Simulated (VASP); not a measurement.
A run of VASP 6.6.1:

Contents of INCAR:

```
PREC = Accurate
ENCUT = 600
EDIFF = 1E-6
ISMEAR = 0
SIGMA = 0.1
LREAL = F
LASPH = T
NELM = 60
ALGO = Normal
ISIF = 3
LWAVE = F
LCHARG = F
GGA = PE
IBRION = 2
NSW = 90
EDIFFG = -0.04
```

The input KPOINTS:

```
regular mesh
0
Gamma
  3 3 6
```

The input POSCAR:

```
BaTa3O2
1.0
    6.8403695656      0.0000000000      0.0000000000
   -3.4201847828      5.9239338151      0.0000000000
    0.0000000000      0.0000000000      3.1068247572
Ba Ta O
1 3 2
Direct
    0.0000000000      0.0000000000      0.5000000000
    0.5000000000      0.0000000000      0.0000000000
    0.0000000000      0.5000000000      0.0000000000
    0.5000000000      0.5000000000      0.0000000000
    0.3333333333      0.6666666667      0.0000000000
    0.6666666667      0.3333333333      0.0000000000
```

Potentials or basis: VASP PAW PBE potentials, release 64 (Ba_sv, Ta_pv, O).

Run with:

```sh
$ cat potpaw_PBE.64/Ba_sv/POTCAR potpaw_PBE.64/Ta_pv/POTCAR potpaw_PBE.64/O/POTCAR > POTCAR
$ mpirun -np 1 vasp_std > vasp.out
```

Hardware: 1 thread of Intel Xeon 8259CL, on a shared host.

**Question.** How long does it take, and how much memory?

**Answer.** Wall time 7.1 min on 1 thread of Intel Xeon 8259CL (shared host), peak memory 0.33 GiB. Counts: scf iterations 55, k points 12, ion steps 7.
